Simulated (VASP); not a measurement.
# CsRe (F-43m) in VASP: single point with PBE

Aim: the single point of CsRe with PBE.

Program: VASP 6.6.1. These are calculated values, not measurements. Logs are shortened: lines on timing, memory, paths and dates and some standing lists are left out, and cuts for length are marked.

### Step 1. The cell of the first run

It takes space group F-43m (No. 216, cubic). Conventional cell: a = 6.252 Å, b = 6.252 Å, c = 6.252 Å, α = 90.00°, β = 90.00°, γ = 90.00°. Within 3.6 Å of Cs (site symmetry -43m) lie 4 Re at 2.71 Å. Within 3.6 Å of Re (site symmetry -43m) lie 4 Cs at 2.71 Å.

The cell was built from a structure type or drawn by symmetry, and may not be a known phase.

### Step 2. Single point, PBE

INCAR reads:

```
PREC = Accurate ; ENCUT = 500
EDIFF = 1E-6 ; ISMEAR = 0
SIGMA = 0.1 ; LREAL = False
LASPH = True ; NELM = 120
ALGO = Normal ; ISIF = 2
LWAVE = False ; LCHARG = True
GGA = PE ; LELF = True
LVHAR = True ; NBANDS = 19
GGA_COMPAT = False
```

KPOINTS reads:

```
regular mesh
0
Gamma
  16 16 16
```

POSCAR reads:

```
CsRe
1.0
    0.0000000000      3.1261343436      3.1261343436
    3.1261343436      0.0000000000      3.1261343436
    3.1261343436      3.1261343436      0.0000000000
Cs Re
1 1
Direct
    0.7500000000      0.7500000000      0.7500000000
    0.0000000000      0.0000000000      0.0000000000
```

Potentials or basis: VASP PAW PBE potentials, release 64 (Cs_sv, Re_sv_GW).

Run with:

```sh
> cat potpaw_PBE.64/Cs_sv/POTCAR potpaw_PBE.64/Re_sv_GW/POTCAR > POTCAR
> mpirun -np 1 vasp_std > vasp.out
```

OUTCAR:

```text
PREC = Accurate
   ENCUT = 500
   EDIFF = 1E-6
   ISMEAR = 0
   LREAL = False
   LASPH = True
   NELM = 120
   ISIF = 2
   GGA = PE

 ion  position               nearest neighbor table
   1  0.750  0.750  0.750-   2 2.71   2 2.71   2 2.71   2 2.71
   2  0.000  0.000  0.000-   1 2.71   1 2.71   1 2.71   1 2.71

  LATTYP: Found a face centered cubic cell.
 ALAT       =     6.2522686872

  Lattice vectors:

 A1 = (   0.0000000000,   3.1261343436,   3.1261343436)
 A2 = (   3.1261343436,   0.0000000000,   3.1261343436)
 A3 = (   3.1261343436,   3.1261343436,   0.0000000000)

Analysis of symmetry for initial positions (statically):
=====================================================================
 Subroutine PRICEL returns:
 Original cell was already a primitive cell.

 Routine SETGRP: Setting up the symmetry group for a
 face centered cubic supercell.

 Subroutine GETGRP returns: Found 24 space group operations
 (whereof 24 operations were pure point group operations)
 out of a pool of 48 trial point group operations.

The static configuration has the point symmetry T_d .

Analysis of symmetry for dynamics (positions and initial velocities):
=====================================================================
 Subroutine PRICEL returns:
 Original cell was already a primitive cell.

 Routine SETGRP: Setting up the symmetry group for a
 face centered cubic supercell.

 Subroutine GETGRP returns: Found 24 space group operations
 (whereof 24 operations were pure point group operations)
 out of a pool of 48 trial point group operations.

The dynamic configuration has the point symmetry T_d .

 Subroutine INISYM returns: Found 24 space group operations
 (whereof 24 operations are pure point group operations),
 and found     1 'primitive' translations

----------------------------------------------------------------------------------------

                                     Primitive cell

  volume of cell :      61.1016

  direct lattice vectors                    reciprocal lattice vectors
     0.000000000  3.126134344  3.126134344    -0.159941943  0.159941943  0.159941943
     3.126134344  0.000000000  3.126134344     0.159941943 -0.159941943  0.159941943
     3.126134344  3.126134344  0.000000000     0.159941943  0.159941943 -0.159941943

  length of vectors
     4.421021587  4.421021587  4.421021587     0.277027571  0.277027571  0.277027571

  position of ions in fractional coordinates (direct lattice)
     0.750000000  0.750000000  0.750000000
     0.000000000  0.000000000  0.000000000

  ion indices of the primitive-cell ions
   primitive index   ion index
                 1           1
                 2           2

----------------------------------------------------------------------------------------

 KPOINTS: regular mesh

Automatic generation of k-mesh.
 Grid dimensions read from file:
 generate k-points for:   16   16   16

 Generating k-lattice:

  Cartesian coordinates                     Fractional coordinates (reciprocal lattice)
    -0.009996371  0.009996371  0.009996371     0.062500000  0.000000000  0.000000000
     0.009996371 -0.009996371  0.009996371     0.000000000  0.062500000  0.000000000
     0.009996371  0.009996371 -0.009996371     0.000000000  0.000000000  0.062500000

  Length of vectors
     0.017314223  0.017314223  0.017314223

  Shift w.r.t. Gamma in fractional coordinates (k-lattice)
     0.000000000  0.000000000  0.000000000

 Subroutine IBZKPT returns following result:
 ===========================================

 Found    145 irreducible k-points:

 Following reciprocal coordinates:
            Coordinates               Weight
  0.000000  0.000000  0.000000      1.000000
  0.062500  0.000000  0.000000      8.000000
  0.125000  0.000000  0.000000      8.000000
  0.187500  0.000000  0.000000      8.000000
  0.250000  0.000000  0.000000      8.000000
  0.312500  0.000000  0.000000      8.000000
[... 16 lines left out ...]
 -0.125000  0.062500  0.000000     24.000000
 -0.062500  0.062500  0.000000     12.000000
 [... further k-points ...]
   k-points           NKPTS =    145   k-points in BZ     NKDIM =    145   number of bands    NBANDS=     19
   number of dos      NEDOS =    301   number of ions     NIONS =      2
   total plane-waves  NPLWV =  32768
   dimension x,y,z NGX =    32 NGY =   32 NGZ =   32
   dimension x,y,z NGXF=    64 NGYF=   64 NGZF=   64
   ions per type =               1   1
   NGX,Y,Z   is equivalent  to a cutoff of  12.03, 12.03, 12.03 a.u.
   NGXF,Y,Z  is equivalent  to a cutoff of  24.07, 24.07, 24.07 a.u.
 SYSTEM =  unknown system
   PREC   = accura    normal or accurate (medium, high low for compatibility)
   ISTART =      0    job   : 0-new  1-cont  2-samecut
   ICHARG =      2    charge: 1-file 2-atom 10-const
   ISPIN  =      1    spin polarized calculation?
   LNONCOLLINEAR =      F non collinear calculations
   LSORBIT =      F    spin-orbit coupling
   LASPH  =      T    aspherical Exc in radial PAW
   ENCUT  =  500.0 eV  36.75 Ry    6.06 a.u.   8.06  8.06  8.06*2*pi/ulx,y,z
   NELM   =    120;   NELMIN=  2; NELMDL= -5     # of ELM steps
   EDIFF  = 0.1E-05   stopping-criterion for ELM
   LREAL  =      F    real-space projection
   EDIFFG = 0.1E-04   stopping-criterion for IOM
   NSW    =      0    number of steps for IOM
   IBRION =     -1    ionic relax: 0-MD 1-quasi-New 2-CG
   NFREE  =      0    steps in history (QN), initial steepest desc. (CG)
   ISIF   =      2    stress and relaxation
   ISYM   =      2    0-nonsym 1-usesym 2-fastsym
   POTIM  = 0.5000    time-step for ionic-motion
   TEBEG  =    0.0;   TEEND  =   0.0 temperature during run
   PSTRESS=    0.0 pullay stress
   NELECT =      24.0000    total number of electrons
   NUPDOWN=      -1.0000    fix difference up-down
   EMIN   =  10.00;   EMAX   =-10.00  energy-range for DOS
   EFERMI =   0.00;   METHOD = LEGACY
   ISMEAR =     0;   SIGMA  =   0.10  broadening in eV -4-tet -1-fermi 0-gaus
   EFERMI_NEDOS =   21; number of points for ismear=-14 and -15
   IALGO  =     38    algorithm
   IMIX   =      4    mixing-type and parameters
     AMIX     =   0.40;   BMIX     =  1.00
     AMIX_MAG =   1.60;   BMIX_MAG =  1.00
  volume/ion in A,a.u.               =      30.55       206.17
  Fermi-wavevector in a.u.,A,eV,Ry     =   1.198931  2.265652 19.557506  1.437436
  Thomas-Fermi vector in A             =   2.334807
   LORBIT       =      0    0 simple, 1 ext, 2 COOP (PROOUT), +10 PAW based schemes
   GGA     = PE    functional components
   LHFCALC =     F    Hartree Fock is set to
   AEXX    =    0.0000 exact exchange contribution
   IVDW    =     0    specifies the selected vdW correction
   LEPSILON=     F    determine dielectric tensor
   LRPA    =     F    only Hartree local field effects (RPA)
 non-spin polarized calculation
 Gauss-broadening in eV      SIGMA  =   0.10
  energy-cutoff  :      500.00
  volume of cell :       61.10
 maximum number of plane-waves:      1572
   NGX = 17   NGY = 17   NGZ = 17

 number of electron      23.9999996 magnetization

 Free energy of the ion-electron system (eV)
  ---------------------------------------------------
  ext. energy  EPLUGINS =         0.00000000
  ---------------------------------------------------
  free energy    TOTEN  =        -6.42004144 eV

  energy without entropy =       -6.38182696  energy(sigma->0) =       -6.40093420

 E-fermi :   4.4385     XC(G=0):  -9.8641

 val. band max:        4.4369062277   @ k =   0.3750   0.2500   0.0625
 cond. band min:       4.4390695339   @ k =  -0.4375   0.3125   0.0000
 fundamental gap:      0.0021633062
 Fermi energy:         4.4385024427

 k-point     1 :       0.0000    0.0000    0.0000
  band No.  band energies     occupation
      1     -74.7828      2.00000
      2     -36.7671      2.00000
      3     -36.7671      2.00000
      4     -36.7671      2.00000
      5     -18.2929      2.00000
      6      -5.2935      2.00000
[... 11 lines left out ...]
     18      12.2244      0.00000
     19      13.2805      0.00000

 k-point     2 :       0.0625    0.0000    0.0000
  band No.  band energies     occupation
      1     -74.7830      2.00000
      2     -36.7685      2.00000
      3     -36.7676      2.00000
      4     -36.7676      2.00000
      5     -18.2871      2.00000
      6      -5.3257      2.00000
[... 11 lines left out ...]
     18      12.4454      0.00000
     19      13.1348      0.00000

 k-point     3 :       0.1250    0.0000    0.0000
  band No.  band energies     occupation
      1     -74.7831      2.00000
      2     -36.7697      2.00000
      3     -36.7680      2.00000
      4     -36.7680      2.00000
      5     -18.2702      2.00000
      6      -5.4137      2.00000
[... 11 lines left out ...]
     18      12.8319      0.00000
     19      12.8714      0.00000

 k-point     4 :       0.1875    0.0000    0.0000
  band No.  band energies     occupation
      1     -74.7831      2.00000
      2     -36.7713      2.00000
      3     -36.7682      2.00000
      4     -36.7682      2.00000
      5     -18.2448      2.00000
      6      -5.5364      2.00000
[... 11 lines left out ...]
     18      12.6525      0.00000
     19      12.8190      0.00000

 k-point     5 :       0.2500    0.0000    0.0000
  band No.  band energies     occupation
      1     -74.7832      2.00000
      2     -36.7736      2.00000
      3     -36.7687      2.00000
      4     -36.7687      2.00000
      5     -18.2148      2.00000
      6      -5.6693      2.00000
[... 11 lines left out ...]
     18      12.5335      0.00000
     19      12.6477      0.00000
[... 334 lines left out ...]
      2     -36.7743      2.00000
      3     -36.7692      2.00000
      4     -36.7687      2.00000
      5     -18.2008      2.00000
      6      -5.7147      2.00000
[... 11 lines left out ...]
     18      12.4232      0.00000
     19      12.5061      0.00000

 k-point    22 :      -0.1875    0.0625    0.0000
  band No.  band energies     occupation
      1     -74.7831      2.00000
      2     -36.7722      2.00000
      3     -36.7688      2.00000
      4     -36.7685      2.00000
      5     -18.2309      2.00000
      6      -5.5908      2.00000
[... 11 lines left out ...]
     18      12.4811      0.00000
     19      12.5680      0.00000

 k-point    23 :      -0.1250    0.0625    0.0000
  band No.  band energies     occupation
      1     -74.7831      2.00000
      2     -36.7704      2.00000
      3     -36.7683      2.00000
      4     -36.7681      2.00000
      5     -18.2578      2.00000
      6      -5.4699      2.00000
[... 11 lines left out ...]
     18      12.6478      0.00000
     19      12.6800      0.00000

 k-point    24 :      -0.0625    0.0625    0.0000
  band No.  band energies     occupation
      1     -74.7830      2.00000
      2     -36.7691      2.00000
      3     -36.7678      2.00000
      4     -36.7678      2.00000
      5     -18.2775      2.00000
      6      -5.3744      2.00000
[... 11 lines left out ...]
     18      12.6764      0.00000
     19      12.8935      0.00000

 [... further k-points ...]

------------------------ aborting loop because EDIFF is reached ----------------------------------------

  FORCE on cell =-STRESS in cart. coord.  units (eV):
  Direction    XX          YY          ZZ          XY          YZ          ZX
  --------------------------------------------------------------------------------------
  -------------------------------------------------------------------------------------
  Total        0.6130434      0.6130434      0.6130434     -0.0000000      0.0000000     -0.0000000
  in kB       16.0749216     16.0749216     16.0749216     -0.0000000      0.0000000     -0.0000000
  external PRESSURE =      16.0749216 kB  Pullay stress =       0.0000000 kB

 VOLUME and BASIS-vectors are now :
 -----------------------------------------------------------------------------
  energy-cutoff  :      500.00
  volume of cell :       61.10
      direct lattice vectors                 reciprocal lattice vectors
     0.000000000  3.126134344  3.126134344    -0.159941943  0.159941943  0.159941943
     3.126134344  0.000000000  3.126134344     0.159941943 -0.159941943  0.159941943
     3.126134344  3.126134344  0.000000000     0.159941943  0.159941943 -0.159941943

 POSITION                                       TOTAL-FORCE (eV/Angst)
 -----------------------------------------------------------------------------------
      4.68920      4.68920      4.68920        -0.000000     -0.000000     -0.000000
      0.00000      0.00000      0.00000         0.000000      0.000000      0.000000
 -----------------------------------------------------------------------------------
    total drift:                               -0.000000     -0.000000     -0.000000

  FREE ENERGIE OF THE ION-ELECTRON SYSTEM (eV)
  ---------------------------------------------------
  free  energy   TOTEN  =        -6.4200414447 eV

  energy  without entropy=       -6.3818269648  energy(sigma->0) =       -6.40093420
```

Wall time 3 min (1 thread of AMD EPYC 7R43 (Zen 3), shared host); peak memory 0.27 GiB.

What came out:

- Free energy: -6.4200 eV
- Pressure: 1.6 GPa
- Band gap on the k mesh: zero (bands 12 and 13 overlap by 1.31 eV)

Levels at points of the mesh, in eV from the Fermi level:
```
           k point  band 9  band 10  band 11  band 12  band 13  band 14  band 15  band 16
(0.00, 0.00, 0.00)   -2.44    -1.28    -1.28     0.84     0.84     0.84     3.49     3.49
(0.50, 0.00, 0.00)   -1.26    -1.08    -1.08    -0.21    -0.09    -0.09     3.66     4.74
(0.50, 0.50, 0.00)   -1.98    -1.81    -0.51    -0.51    -0.45     2.21     2.58     5.46
```

Caveat: spin-orbit coupling is left out, which moves the levels of the heavy elements.
